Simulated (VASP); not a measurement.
ZnS: single point with PBE

The system is ZnS.

```
Zn S
1.0
     0.00000    2.77486    2.77486
     2.77486    0.00000    2.77486
     2.77486    2.77486    0.00000
Zn S
1 1
Direct
  0.25000 0.25000 0.25000
  0.00000 0.00000 0.00000
```

This cell differs from its parent crystal: volume scaled by 1.06.

```yaml
Program: VASP 6.6.1
Task: single point
Functional: PBE
Potentials_or_basis: VASP PAW PBE potentials, release 64 (Zn, S)
Cutoff: 520 eV
k_mesh: 10 × 10 × 10
Occupations: gaussian, width 0.02 eV
Spin: no spin polarisation
```

The pressure is -3.4 GPa. The band gap on the k mesh is 1.77 eV, direct.

Levels at points of the mesh, in eV from the valence-band top:
```tsv
k point	band 7	band 8	band 9	band 10	band 11	band 12
(0.00, 0.00, 0.00)	0.00	0.00	0.00	1.77	6.44	6.44
(0.50, 0.00, 0.00)	-4.79	-0.76	-0.76	3.15	6.96	6.96
(0.50, 0.50, 0.00)	-4.25	-1.94	-1.94	3.58	4.05	10.44
```

Run time: 27 s on 1 thread of Intel(R) Xeon(R) Platinum 8488C (Sapphire Rapids) (shared host), peak memory 0.18 GiB.
